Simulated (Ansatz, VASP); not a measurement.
One calculation of ZrB, two programs

The input INCAR:

```
  ALGO = Normal
  EDIFF = 1E-7
  ENCUT = 520
  GGA = PE
  ISIF = 2
  ISMEAR = 0
  LASPH = T
  LCHARG = F
  LREAL = F
  LWAVE = F
  NBANDS = 14
  NELM = 80
  PREC = Accurate
  SIGMA = 0.15
```

KPOINTS

```
k-points
0
Gamma
  18 18 18
```

Contents of POSCAR:

```
ZrB
1.0
    0.0000000000      2.3250000000      2.3250000000
    2.3250000000      0.0000000000      2.3250000000
    2.3250000000      2.3250000000      0.0000000000
Zr B
1 1
Direct
    0.0672043011     -0.0672043011      0.0672043011
    0.5000000000      0.5000000000      0.5000000000
```

Input for Ansatz:

```yaml
crystal:
  lattice:
    - [0.0, 2.325, 2.325]
    - [2.325, 0.0, 2.325]
    - [2.325, 2.325, 0.0]
  atoms:
    - { symbol: Zr, position: [0.0672043011, -0.0672043011, 0.0672043011] }
    - { symbol: B, position: [0.5, 0.5, 0.5] }
basis:
  ecutwfc: 420
kpoints:
  mp_grid: { grid: [18, 18, 18] }
hamiltonian:
  xc: pbe
scf:
  occupations: { method: gaussian, width: 0.15 }
output:
  forces: true
  stress: true
  eigenvalues: true
```

Change from the starting cell: all Zr atoms moved +0.312 Å, as atom 1 along Cartesian [0 1 0].

Alike in both runs: task single point; functional PBE; k mesh 18 × 18 × 18; occupations gaussian, width 0.15 eV; no spin polarisation.

|  | VASP | Ansatz |
| --- | --- | --- |
| version | VASP 6.6.1 | Ansatz 0.2.0 |
| potentials or method | VASP PAW PBE potentials, release 64 (Zr_sv, B), cutoff 520 eV | scalar-relativistic, plane waves, PAW |
| valence electrons in the cell | 15 | 15 |

Ansatz gave:

```
gap on the k mesh at the Fermi level (eV) : none
rms of the force components (eV/Å)        : 2.427
```

What did VASP give for the same quantities?

gap on the k mesh at the Fermi level (eV): none; rms of the force components (eV/Å): 2.437.

Atom by atom the forces differ by 0.010 eV/Å (rms over components). A gap of «none» marks a metal or a gap that the smearing closes.
